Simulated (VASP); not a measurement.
# MgB2 (P-1) in VASP: further runs

Runs on MgB2. Level: LDA. Tasks: electric field gradients.

Everything below comes from runs of VASP 6.6.1. Logs are shortened: lines on timing, memory, paths and dates and some standing lists are left out, and cuts for length are marked.

### 1 The cell of the first run

The typed cell holds 3 atoms: a = 3.085 Å, b = 3.098 Å, c = 3.523 Å, α = 90.21°, β = 90.57°, γ = 120.43°.

### 2 Electric field gradients, LDA (equal xy, yz and zx shear strains of -1 %)

File INCAR:

```
PREC = Accurate
ENCUT = 520
EDIFF = 1E-8
ISMEAR = -1
SIGMA = 0.05
LREAL = False
LASPH = True
NELM = 80
ALGO = Normal
ISIF = 2
LWAVE = False
LCHARG = False
GGA = CA
LEFG = True
NBANDS = 11
```

File KPOINTS:

```
regular mesh
0
Gamma
  12 12 9
```

File POSCAR:

```
MgB2
1.0
    3.0850007055     -0.0154250035     -0.0154250035
   -1.5558587977      2.6794014835     -0.0056459431
   -0.0176150000     -0.0176150000      3.5230000000
Mg B
1 2
Direct
    0.0000000000      0.0000000000      0.0000000000
    0.3333333333      0.6666666667      0.5000000000
    0.6666666667      0.3333333333      0.5000000000
```

Potentials or basis: VASP PAW LDA potentials, release 64 (Mg, B).

On the command line:

```
cat potpaw_LDA.64/Mg/POTCAR potpaw_LDA.64/B/POTCAR > POTCAR
mpirun -np 1 vasp_std > vasp.out
```

OUTCAR:

```text
PREC = Accurate
   ENCUT = 520
   EDIFF = 1E-8
   ISMEAR = -1
   LREAL = False
   LASPH = True
   NELM = 80
   ISIF = 2
   GGA = CA

 ion  position               nearest neighbor table
   1  0.000  0.000  0.000-   3 2.48   2 2.48   3 2.49   2 2.49   2 2.51   3 2.51   2 2.52   3 2.52
                             2 2.52   3 2.52   3 2.52   2 2.52
   2  0.333  0.667  0.500-   3 1.77   3 1.78   3 1.79   1 2.48   1 2.49   1 2.51   1 2.52   1 2.52
                             1 2.52
   3  0.667  0.333  0.500-   2 1.77   2 1.78   2 1.79   1 2.48   1 2.49   1 2.51   1 2.52   1 2.52
                             1 2.52

  LATTYP: Found a triclinic cell.
 ALAT       =     3.0717242137
 B/A-ratio  =     1.7320508075
 C/A-ratio  =     2.3242213277
 COS(alpha) =     0.0024240748
 COS(beta)  =     0.4407536095
 COS(gamma) =     0.8635100504

  Lattice vectors:

 A1 = (   1.5291419078,   2.6639764800,  -0.0210709466)
 A2 = (   4.6141426133,   2.6485514765,  -0.0364959501)
 A3 = (  -3.0941025954,   5.3764179670,  -3.5342918862)

Analysis of symmetry for initial positions (statically):
=====================================================================
 Subroutine PRICEL returns:
 Original cell was already a primitive cell.

 Routine SETGRP: Setting up the symmetry group for a
 triclinic supercell.

 Subroutine GETGRP returns: Found  2 space group operations
 (whereof  2 operations were pure point group operations)
 out of a pool of  2 trial point group operations.

The static configuration has the point symmetry S_2 .

Analysis of symmetry for dynamics (positions and initial velocities):
=====================================================================
 Subroutine PRICEL returns:
 Original cell was already a primitive cell.

 Routine SETGRP: Setting up the symmetry group for a
 triclinic supercell.

 Subroutine GETGRP returns: Found  2 space group operations
 (whereof  2 operations were pure point group operations)
 out of a pool of  2 trial point group operations.

The dynamic configuration has the point symmetry S_2 .

 Subroutine INISYM returns: Found  2 space group operations
 (whereof  2 operations are pure point group operations),
 and found     1 'primitive' translations

----------------------------------------------------------------------------------------

                                     Primitive cell

  volume of cell :      29.0350

  direct lattice vectors                    reciprocal lattice vectors
     3.085000706 -0.015425003 -0.015425003     0.325105811  0.188785909  0.002569459
    -1.555858798  2.679401483 -0.005645943     0.001880974  0.374313874  0.001880974
    -0.017615000 -0.017615000  3.523000000     0.001426449  0.001426449  0.283863257

  length of vectors
     3.085077830  3.098373894  3.523088074     0.375952803  0.374323326  0.283870425

  position of ions in fractional coordinates (direct lattice)
     0.000000000  0.000000000  0.000000000
     0.333333333  0.666666667  0.500000000
     0.666666667  0.333333333  0.500000000

  ion indices of the primitive-cell ions
   primitive index   ion index
                 1           1
                 2           2
                 3           3

----------------------------------------------------------------------------------------

 KPOINTS: regular mesh

Automatic generation of k-mesh.
 Grid dimensions read from file:
 generate k-points for:   12   12    9

 Generating k-lattice:

  Cartesian coordinates                     Fractional coordinates (reciprocal lattice)
     0.027092151  0.015732159  0.000214122     0.083333333 -0.000000000  0.000000000
     0.000156748  0.031192823  0.000156748    -0.000000000  0.083333333  0.000000000
     0.000158494  0.000158494  0.031540362    -0.000000000 -0.000000000  0.111111111

  Length of vectors
     0.031329400  0.031193611  0.031541158

  Shift w.r.t. Gamma in fractional coordinates (k-lattice)
     0.000000000  0.000000000  0.000000000

 Subroutine IBZKPT returns following result:
 ===========================================

 Found    650 irreducible k-points:

 Following reciprocal coordinates:
            Coordinates               Weight
  0.000000  0.000000  0.000000      1.000000
  0.083333 -0.000000  0.000000      2.000000
  0.166667 -0.000000  0.000000      2.000000
  0.250000 -0.000000  0.000000      2.000000
  0.333333  0.000000  0.000000      2.000000
  0.416667  0.000000  0.000000      2.000000
[... 16 lines left out ...]
  0.250000  0.166667  0.000000      2.000000
  0.333333  0.166667  0.000000      2.000000
 [... further k-points ...]
   k-points           NKPTS =    650   k-points in BZ     NKDIM =    650   number of bands    NBANDS=     11
   number of dos      NEDOS =    301   number of ions     NIONS =      3
   total plane-waves  NPLWV =  16128
   dimension x,y,z NGX =    24 NGY =   24 NGZ =   28
   dimension x,y,z NGXF=    48 NGYF=   48 NGZF=   56
   ions per type =               1   2
   NGX,Y,Z   is equivalent  to a cutoff of  12.93, 12.88, 13.21 a.u.
   NGXF,Y,Z  is equivalent  to a cutoff of  25.87, 25.75, 26.43 a.u.
 SYSTEM =  unknown system
   PREC   = accura    normal or accurate (medium, high low for compatibility)
   ISTART =      0    job   : 0-new  1-cont  2-samecut
   ICHARG =      2    charge: 1-file 2-atom 10-const
   ISPIN  =      1    spin polarized calculation?
   LNONCOLLINEAR =      F non collinear calculations
   LSORBIT =      F    spin-orbit coupling
   LASPH  =      T    aspherical Exc in radial PAW
   ENCUT  =  520.0 eV  38.22 Ry    6.18 a.u.   5.74  5.76  6.55*2*pi/ulx,y,z
   NELM   =     80;   NELMIN=  2; NELMDL= -5     # of ELM steps
   EDIFF  = 0.1E-07   stopping-criterion for ELM
   LREAL  =      F    real-space projection
   EDIFFG = 0.1E-06   stopping-criterion for IOM
   NSW    =      0    number of steps for IOM
   IBRION =     -1    ionic relax: 0-MD 1-quasi-New 2-CG
   NFREE  =      0    steps in history (QN), initial steepest desc. (CG)
   ISIF   =      2    stress and relaxation
   ISYM   =      2    0-nonsym 1-usesym 2-fastsym
   POTIM  = 0.5000    time-step for ionic-motion
   TEBEG  =    0.0;   TEEND  =   0.0 temperature during run
   PSTRESS=    0.0 pullay stress
   NELECT =       8.0000    total number of electrons
   NUPDOWN=      -1.0000    fix difference up-down
   EMIN   =  10.00;   EMAX   =-10.00  energy-range for DOS
   EFERMI =   0.00;   METHOD = LEGACY
   ISMEAR =    -1;   SIGMA  =   0.05  broadening in eV -4-tet -1-fermi 0-gaus
   EFERMI_NEDOS =   21; number of points for ismear=-14 and -15
   IALGO  =     38    algorithm
   IMIX   =      4    mixing-type and parameters
     AMIX     =   0.40;   BMIX     =  1.00
     AMIX_MAG =   1.60;   BMIX_MAG =  1.00
  volume/ion in A,a.u.               =       9.68        65.31
  Fermi-wavevector in a.u.,A,eV,Ry     =   1.065282  2.013090 15.440232  1.134825
  Thomas-Fermi vector in A             =   2.200828
   LORBIT       =      0    0 simple, 1 ext, 2 COOP (PROOUT), +10 PAW based schemes
   GGA     = CA    functional components
   LHFCALC =     F    Hartree Fock is set to
   AEXX    =    0.0000 exact exchange contribution
   IVDW    =     0    specifies the selected vdW correction
   LEPSILON=     F    determine dielectric tensor
   LRPA    =     F    only Hartree local field effects (RPA)
 non-spin polarized calculation
  energy-cutoff  :      520.00
  volume of cell :       29.03
 maximum number of plane-waves:       794
   NGX = 11   NGY = 11   NGZ = 13

 number of electron       8.0000000 magnetization

 Free energy of the ion-electron system (eV)
  ---------------------------------------------------
  ext. energy  EPLUGINS =         0.00000000
  ---------------------------------------------------
  free energy    TOTEN  =       -17.24959540 eV

  energy without entropy =      -17.24519221  energy(sigma->0) =      -17.24739380

 E-fermi :   5.1774     XC(G=0): -11.0954

 val. band max:        5.1754623391   @ k =  -0.0833  -0.0000   0.2222
 cond. band min:       5.1886040031   @ k =  -0.1667  -0.4167   0.1111
 fundamental gap:      0.0131416641
 Fermi energy:         5.1773902859

 k-point     1 :       0.0000    0.0000    0.0000
  band No.  band energies     occupation
      1      -7.0793      2.00000
      2       2.2836      2.00000
      3       5.5303      0.00172
      4       5.5891      0.00053
      5       6.8640      0.00000
      6      11.3978      0.00000
      7      11.5408      0.00000
      8      13.4405      0.00000
      9      15.0128      0.00000
     10      17.7349      0.00000
     11      21.1068      0.00000

 k-point     2 :       0.0833   -0.0000    0.0000
  band No.  band energies     occupation
      1      -6.9582      2.00000
      2       2.4018      2.00000
      3       4.9988      1.94532
      4       5.2455      0.40804
      5       6.9730      0.00000
      6      11.3779      0.00000
      7      11.9462      0.00000
      8      13.7078      0.00000
      9      14.6078      0.00000
     10      18.3563      0.00000
     11      20.7139      0.00000

 k-point     3 :       0.1667   -0.0000    0.0000
  band No.  band energies     occupation
      1      -6.5966      2.00000
      2       2.7539      2.00000
      3       3.6096      2.00000
      4       4.6095      1.99998
      5       7.3051      0.00000
      6      10.9424      0.00000
      7      13.2944      0.00000
      8      13.5035      0.00000
      9      14.2961      0.00000
     10      19.7339      0.00000
     11      19.8849      0.00000
[... 267 lines left out ...]
 k-point    23 :       0.2500    0.1667    0.0000
  band No.  band energies     occupation
      1      -4.8214      2.00000
      2       0.3685      2.00000
      3       1.8490      2.00000
      4       4.4401      2.00000
      5       9.0641      0.00000
      6      10.0169      0.00000
      7      11.7752      0.00000
      8      13.1666      0.00000
      9      15.8985      0.00000
     10      16.2706      0.00000
     11      17.9097      0.00000

 k-point    24 :       0.3333    0.1667    0.0000
  band No.  band energies     occupation
      1      -3.7940      2.00000
      2      -1.1032      2.00000
      3       1.4225      2.00000
      4       5.3174      0.11459
      5       8.7276      0.00000
      6       9.9409      0.00000
      7      11.3099      0.00000
      8      13.0187      0.00000
      9      15.2404      0.00000
     10      17.0597      0.00000
     11      17.9898      0.00000

 [... further k-points ...]
[... 5 lines left out ...]
  --------------------------------------------------------------------------------------
  -------------------------------------------------------------------------------------
  Total       -1.5457685     -1.5489363     -1.3352688      0.3560999      0.1354414      0.1353750
  in kB      -85.2970268    -85.4718309    -73.6814467     19.6499408      7.4737886      7.4701269
  external PRESSURE =     -81.4834348 kB  Pullay stress =       0.0000000 kB

 VOLUME and BASIS-vectors are now :
 -----------------------------------------------------------------------------
  energy-cutoff  :      520.00
  volume of cell :       29.03
      direct lattice vectors                 reciprocal lattice vectors
     3.085000706 -0.015425003 -0.015425003     0.325105811  0.188785909  0.002569459
    -1.555858798  2.679401483 -0.005645943     0.001880974  0.374313874  0.001880974
    -0.017615000 -0.017615000  3.523000000     0.001426449  0.001426449  0.283863257

 POSITION                                       TOTAL-FORCE (eV/Angst)
 -----------------------------------------------------------------------------------
      0.00000      0.00000      0.00000         0.000000     -0.000000      0.000000
     -0.01771      1.77232      1.75259         0.014790     -0.000264     -0.001199
      1.52924      0.87404      1.74933        -0.014790      0.000264      0.001199
 -----------------------------------------------------------------------------------
    total drift:                                0.000000     -0.000000      0.000000

  FREE ENERGIE OF THE ION-ELECTRON SYSTEM (eV)
  ---------------------------------------------------
  free  energy   TOTEN  =       -17.2495953966 eV

  energy  without entropy=      -17.2451922089  energy(sigma->0) =      -17.24739380

 Electric field gradients (V/A^2)
---------------------------------------------------------------------
 ion       V_xx      V_yy      V_zz      V_xy      V_xz      V_yz
---------------------------------------------------------------------
   1       0.206     0.200    -0.406    -0.591    -1.265    -1.265
   2     -10.021   -10.001    20.022    -0.380     0.009     0.009
   3     -10.021   -10.001    20.022    -0.380     0.009     0.009
---------------------------------------------------------------------

 Electric field gradients after diagonalization (V/A^2)
 (convention: |V_zz| > |V_xx| > |V_yy|)
----------------------------------------------------------------------
 ion       V_xx      V_yy      V_zz     asymmetry (V_yy - V_xx)/ V_zz
----------------------------------------------------------------------
   1       1.393     0.794    -2.187       0.274
   2     -10.391    -9.631    20.022       0.038
   3     -10.391    -9.631    20.022       0.038
----------------------------------------------------------------------

           NMR quadrupolar parameters

 Cq : quadrupolar parameter    Cq=e*Q*V_zz/h
 eta: asymmetry parameters     (V_yy - V_xx)/ V_zz
 Q  : nuclear electric quadrupole moment in mb (millibarn)
----------------------------------------------------------------------
 ion       Cq(MHz)       eta       Q (mb)
----------------------------------------------------------------------
   1      -0.005       0.274       1.000
   2       0.048       0.038       1.000
   3       0.048       0.038       1.000
----------------------------------------------------------------------
```

Wall time 3.1 min (1 thread of Intel Xeon 8259CL, shared host); peak memory 0.32 GiB.

Results:

```yaml
Free_energy: -17.2496 eV
Pressure: -8.1 GPa
Largest_force: 0.015 eV/Å
Band_gap_on_the_k_mesh: zero (bands 4 and 5 overlap by 3.65 eV)
Largest_electric_field_gradient_by_atom: Mg -2.2; B +20.0 V/Å²
```

Forces in eV/Å, atoms in the order of the input:
```
Mg   0.000  0.000  0.000
B    0.015  0.000 -0.001
B   -0.015  0.000  0.001
```

Stress tensor (GPa, compression positive):
```
-8.53  1.96  0.75
 1.96 -8.55  0.75
 0.75  0.75 -7.37
```

Levels at points of the mesh, in eV from the Fermi level:
| k point | band 1 | band 2 | band 3 | band 4 | band 5 | band 6 | band 7 | band 8 | band 9 |
| --- | --- | --- | --- | --- | --- | --- | --- | --- | --- |
| (0.00, 0.00, 0.00) | -12.26 | -2.89 | 0.35 | 0.41 | 1.69 | 6.22 | 6.36 | 8.26 | 9.84 |
| (0.50, 0.00, 0.00) | -8.32 | -7.72 | -2.21 | 0.28 | 3.09 | 3.83 | 5.40 | 7.03 | 12.31 |
| (0.00, 0.50, 0.00) | -8.37 | -7.73 | -2.14 | 0.25 | 3.08 | 3.94 | 5.35 | 7.03 | 12.38 |
| (0.50, 0.50, 0.00) | -8.41 | -7.75 | -2.06 | 0.21 | 3.07 | 4.05 | 5.31 | 7.03 | 12.45 |

Electric field gradients, principal values (V/Å²):
```tsv
atom	least	middle	greatest (by size)
1 Mg	0.794	1.393	-2.187
2 B	-9.631	-10.391	20.022
3 B	-9.631	-10.391	20.022
```

Caveat: the cell differs from its parent crystal (equal xy, yz and zx shear strains of -1 %); the cell stands under tension; without QUAD_EFG the Cq values of the log hold for a quadrupole moment of 1 mb, not for the nuclei.

(Continued in part 2 of 2.)
